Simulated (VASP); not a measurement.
# BN (Fmm2) in VASP: notebook

The runs below take BN through single point, with r2SCAN.

Everything below comes from runs of VASP 6.6.1. Logs are shortened: lines on timing, memory, paths and dates and some standing lists are left out, and cuts for length are marked.

### 1 The cell of the first run

Symmetry: Fmm2, No. 42, orthorhombic system. Conventional cell: a = 2.440 Å, b = 6.586 Å, c = 4.327 Å, α = 90.00°, β = 90.00°, γ = 90.00°. Within 1.9 Å of B (site symmetry mm2) lie 3 N at 1.42 to 1.43 Å. N (site symmetry mm2) has 3 B at 1.42 to 1.43 Å within 1.9 Å.

### 2 Single point, r2SCAN (uniaxial x strain -2.5%)

Contents of POSCAR:

```
BN
1.0
    0.0000000000      3.2928569245      2.1632761898
    1.2198095259      0.0000000000      2.1632761898
    1.2198095259      3.2928569245      0.0000000000
B N
1 1
Direct
   -0.0008201111     -0.0008201111      1.0008201111
    0.6675201011      0.6675201011      0.3324798989
```

Contents of INCAR.step1:

```
PREC     = Accurate       # precision mode
ENCUT    = 520            # plane-wave cutoff, eV
ISMEAR   = 0              # smearing method
SIGMA    = 0.01           # smearing width, eV
LREAL    = False          # projectors in reciprocal space
LASPH    = True           # aspherical terms in the spheres
NELM     = 100            # most SCF steps
NBANDS   = 11             # bands
GGA      = PE             # functional
ALGO     = Normal         # electronic algorithm
EDIFF    = 1E-4           # SCF threshold, eV
LWAVE    = True           # write WAVECAR
LCHARG   = False          # write CHGCAR
```

Contents of INCAR.step2:

```
PREC     = Accurate       # precision mode
ENCUT    = 520            # plane-wave cutoff, eV
EDIFF    = 1E-7           # SCF threshold, eV
ISMEAR   = 0              # smearing method
SIGMA    = 0.01           # smearing width, eV
LREAL    = False          # projectors in reciprocal space
LASPH    = True           # aspherical terms in the spheres
NELM     = 100            # most SCF steps
ALGO     = Normal         # electronic algorithm
ISIF     = 2              # what is computed and relaxed
LWAVE    = False          # write WAVECAR
LCHARG   = True           # write CHGCAR
METAGGA  = R2SCAN         # meta-GGA
LMIXTAU  = True         
LELF     = True           # ELF
LVHAR    = True         
NBANDS   = 11             # bands
ISTART   = 1
```

Contents of KPOINTS:

```
Automatic mesh
0
Gamma
  12 12 12
```

Potentials or basis: VASP PAW PBE potentials, release 64 (B, N).

Run with:

```bash
$ cat potpaw_PBE.64/B/POTCAR potpaw_PBE.64/N/POTCAR > POTCAR
$ cp INCAR.step1 INCAR
$ mpirun -np 1 vasp_std > vasp.out
$ cp INCAR.step2 INCAR
$ mpirun -np 1 vasp_std > vasp.out
```

OUTCAR:

```text
PREC = Accurate
   ENCUT = 520
   EDIFF = 1E-7
   ISMEAR = 0
   LREAL = False
   LASPH = True
   NELM = 100
   ISIF = 2
   METAGGA = R2SCAN
   ISTART = 1

 ion  position               nearest neighbor table
   1  0.999  0.999  0.001-   2 1.42   2 1.42   2 1.43
   2  0.668  0.668  0.332-   1 1.42   1 1.42   1 1.43

  LATTYP: Found a face centered orthorhombic cell.
 ALAT       =     2.4396190518
 B/A-ratio  =     1.7734540876
 C/A-ratio  =     2.6994845134

  Lattice vectors:

 A1 = (  -0.0000000000,   3.2928569245,   2.1632761898)
 A2 = (  -1.2198095259,   3.2928569245,   0.0000000000)
 A3 = (  -1.2198095259,   0.0000000000,   2.1632761898)

Analysis of symmetry for initial positions (statically):
=====================================================================
 Subroutine PRICEL returns:
 Original cell was already a primitive cell.

 Routine SETGRP: Setting up the symmetry group for a
 face centered orthorhombic supercell.

 Subroutine GETGRP returns: Found  4 space group operations
 (whereof  4 operations were pure point group operations)
 out of a pool of  8 trial point group operations.

The static configuration has the point symmetry C_2v.

Analysis of symmetry for dynamics (positions and initial velocities):
=====================================================================
 Subroutine PRICEL returns:
 Original cell was already a primitive cell.

 Routine SETGRP: Setting up the symmetry group for a
 face centered orthorhombic supercell.

 Subroutine GETGRP returns: Found  4 space group operations
 (whereof  4 operations were pure point group operations)
 out of a pool of  8 trial point group operations.

The dynamic configuration has the point symmetry C_2v.

 Subroutine INISYM returns: Found  4 space group operations
 (whereof  4 operations are pure point group operations),
 and found     1 'primitive' translations

----------------------------------------------------------------------------------------

                                     Primitive cell

  volume of cell :      17.3783

  direct lattice vectors                    reciprocal lattice vectors
     0.000000000  3.292856925  2.163276190    -0.409900062  0.151843828  0.231130913
     1.219809526  0.000000000  2.163276190     0.409900062 -0.151843828  0.231130913
     1.219809526  3.292856925  0.000000000     0.409900062  0.151843828 -0.231130913

  length of vectors
     3.939882054  2.483485283  3.511529867     0.494465477  0.494465477  0.494465477

  position of ions in fractional coordinates (direct lattice)
     0.999179889  0.999179889  0.000820111
[... 89 lines left out ...]
   NELECT =       8.0000    total number of electrons
   NUPDOWN=      -1.0000    fix difference up-down
   EMIN   =  10.00;   EMAX   =-10.00  energy-range for DOS
   EFERMI =   0.00;   METHOD = LEGACY
   ISMEAR =     0;   SIGMA  =   0.01  broadening in eV -4-tet -1-fermi 0-gaus
   EFERMI_NEDOS =   21; number of points for ismear=-14 and -15
   IALGO  =     38    algorithm
   IMIX   =      4    mixing-type and parameters
     AMIX     =   0.40;   BMIX     =  1.00
     AMIX_MAG =   1.60;   BMIX_MAG =  1.00
  volume/ion in A,a.u.               =       8.69        58.64
  Fermi-wavevector in a.u.,A,eV,Ry     =   1.264064  2.388735 21.740190  1.597859
  Thomas-Fermi vector in A             =   2.397389
   LORBIT       =      0    0 simple, 1 ext, 2 COOP (PROOUT), +10 PAW based schemes
   METAGGA = R2SCAN    functional components
   LHFCALC =     F    Hartree Fock is set to
   AEXX    =    0.0000 exact exchange contribution
   IVDW    =     0    specifies the selected vdW correction
   LEPSILON=     F    determine dielectric tensor
   LRPA    =     F    only Hartree local field effects (RPA)
 non-spin polarized calculation
 Gauss-broadening in eV      SIGMA  =   0.01
  energy-cutoff  :      520.00
  volume of cell :       17.38
 maximum number of plane-waves:       493
 NGX is ok and might be reduce to    30
   NGX = 15   NGY =  9   NGZ = 13

 number of electron       8.0000000 magnetization

 Free energy of the ion-electron system (eV)
  ---------------------------------------------------
  ext. energy  EPLUGINS =         0.00000000
  ---------------------------------------------------
  free energy    TOTEN  =       -19.25440349 eV

  energy without entropy =      -19.25440349  energy(sigma->0) =      -19.25440349

 E-fermi :   2.4954     XC(G=0): -10.8926

 val. band max:        2.4423888639   @ k =   0.5000  -0.3333   0.1667
 cond. band min:       6.4219157250   @ k =   0.0000   0.5000   0.5000
 fundamental gap:      3.9795268611
 Fermi energy:         2.4954241813

 k-point     1 :       0.0000    0.0000    0.0000
  band No.  band energies     occupation
      1     -16.8021      2.00000
      2      -2.1275      2.00000
      3       0.8110      2.00000
      4       1.1609      2.00000
      5       7.9342      0.00000
      6      14.7422      0.00000
      7      15.2358      0.00000
      8      17.2993      0.00000
      9      18.8296      0.00000
     10      30.2082      0.00000
     11      32.5627      0.00000
[... 309 lines left out ...]
 k-point    24 :      -0.4167    0.1667    0.0000
  band No.  band energies     occupation
      1     -13.0280      2.00000
      2      -6.7769      2.00000
      3      -3.6094      2.00000
      4       1.7577      2.00000
      5       7.8758      0.00000
      6      14.8431      0.00000
      7      16.9305      0.00000
      8      19.0691      0.00000
      9      22.8544      0.00000
     10      24.9419      0.00000
     11      27.5056      0.00000

 [... further k-points ...]

------------------------ aborting loop because EDIFF is reached ----------------------------------------

  FORCE on cell =-STRESS in cart. coord.  units (eV):
  Direction    XX          YY          ZZ          XY          YZ          ZX
  --------------------------------------------------------------------------------------
  -------------------------------------------------------------------------------------
  Total        2.7632112      0.1532378      0.6973827      0.0000000      0.0000000      0.0000000
  in kB      254.7521280     14.1276453     64.2946627      0.0000000      0.0000000      0.0000000
  external PRESSURE =     111.0581453 kB  Pullay stress =       0.0000000 kB

 VOLUME and BASIS-vectors are now :
 -----------------------------------------------------------------------------
  energy-cutoff  :      520.00
  volume of cell :       17.38
      direct lattice vectors                 reciprocal lattice vectors
     0.000000000  3.292856925  2.163276190    -0.409900062  0.151843828  0.231130913
     1.219809526  0.000000000  2.163276190     0.409900062 -0.151843828  0.231130913
     1.219809526  3.292856925  0.000000000     0.409900062  0.151843828 -0.231130913

 POSITION                                       TOTAL-FORCE (eV/Angst)
 -----------------------------------------------------------------------------------
      1.21981      3.29286      4.32300         0.000000      0.000000      0.003512
      1.21981      3.29286      2.88806        -0.000000      0.000000     -0.003512
 -----------------------------------------------------------------------------------
    total drift:                                0.000024     -0.000044      0.000125

  FREE ENERGIE OF THE ION-ELECTRON SYSTEM (eV)
  ---------------------------------------------------
  free  energy   TOTEN  =       -19.2544034942 eV

  energy  without entropy=      -19.2544034942  energy(sigma->0) =      -19.25440349
```

OUTCAR.step1:

```text
PREC = Accurate
   ENCUT = 520
   ISMEAR = 0
   LREAL = False
   LASPH = True
[... 560 lines left out ...]
      1.21981      3.29286      4.32300         0.000000      0.000000     -0.017238
      1.21981      3.29286      2.88806         0.000000      0.000000      0.017238
 -----------------------------------------------------------------------------------
    total drift:                               -0.000006      0.000011      0.000694

  FREE ENERGIE OF THE ION-ELECTRON SYSTEM (eV)
  ---------------------------------------------------
  free  energy   TOTEN  =       -17.5205673516 eV

  energy  without entropy=      -17.5205673516  energy(sigma->0) =      -17.52056735
```

OSZICAR.step1:

```text
N       E                     dE             d eps       ncg     rms          rms(c)
DAV:   1     0.134477571485E+02    0.13448E+02   -0.46914E+03  6232   0.691E+02
DAV:   2    -0.186850765873E+02   -0.32133E+02   -0.30970E+02  7326   0.163E+02
DAV:   3    -0.194477532481E+02   -0.76268E+00   -0.76164E+00  7495   0.231E+01
DAV:   4    -0.194499312112E+02   -0.21780E-02   -0.21779E-02  6787   0.136E+00
DAV:   5    -0.194499399837E+02   -0.87725E-05   -0.87725E-05  7468   0.774E-02    0.825E+00
DAV:   6    -0.177381663363E+02    0.17118E+01   -0.52455E+00  7020   0.130E+01    0.379E+00
DAV:   7    -0.175600105144E+02    0.17816E+00   -0.28887E-01  7117   0.394E+00    0.229E+00
DAV:   8    -0.175197506616E+02    0.40260E-01   -0.12134E-01  7276   0.216E+00    0.279E-01
DAV:   9    -0.175201486578E+02   -0.39800E-03   -0.26883E-03  6787   0.431E-01    0.148E-01
DAV:  10    -0.175205428080E+02   -0.39415E-03   -0.51928E-04  6886   0.166E-01    0.254E-02
DAV:  11    -0.175205673516E+02   -0.24544E-04   -0.43673E-05  6965   0.461E-02
   1 F= -.17520567E+02 E0= -.17520567E+02  d E =-.120004E-72
```

It took 5.5 min on 1 thread of Intel Xeon Platinum 8259CL at 2.50GHz (Skylake/Cascade Lake), shared host; peak memory 0.18 GiB.

Results:

```
Free energy            : -19.2544 eV
Pressure               : 11.1 GPa
Largest force          : 0.004 eV/Å
Band gap on the k mesh : 3.98 eV (least direct gap 5.31 eV)
```

Forces on the atoms (eV/Å):
```
B    0.000  0.000  0.004
N    0.000  0.000 -0.004
```

Stress tensor (GPa, compression positive):
```
25.48  0.00  0.00
 0.00  1.41  0.00
 0.00  0.00  6.43
```

Levels at points of the mesh, in eV from the valence-band top:
| k point | band 1 | band 2 | band 3 | band 4 | band 5 | band 6 | band 7 | band 8 | band 9 |
| --- | --- | --- | --- | --- | --- | --- | --- | --- | --- |
| (0.00, 0.00, 0.00) | -19.24 | -4.57 | -1.63 | -1.28 | 5.49 | 12.30 | 12.79 | 14.86 | 16.39 |
| (0.50, 0.00, 0.00) | -15.72 | -9.55 | -4.65 | -1.06 | 5.28 | 10.68 | 14.59 | 17.39 | 21.98 |
| (0.50, 0.50, 0.00) | -15.99 | -9.81 | -4.17 | -0.53 | 6.80 | 10.75 | 13.02 | 14.92 | 21.52 |
| (0.50, 0.00, 0.50) | -18.94 | -6.80 | -1.61 | -1.32 | 11.10 | 12.34 | 12.62 | 13.86 | 18.23 |
| (0.00, 0.50, 0.50) | -15.81 | -9.52 | -4.23 | -1.90 | 3.98 | 11.52 | 16.19 | 20.58 | 22.09 |

Caveat: the cell differs from its parent crystal (uniaxial x strain -2.5%); the stress differs along the axes, from 1 to 25 GPa; the PAW data sets were made with another functional, which shifts forces and pressure a little. A k mesh can miss the band edges.

(Part 1 of 2 ends here.)
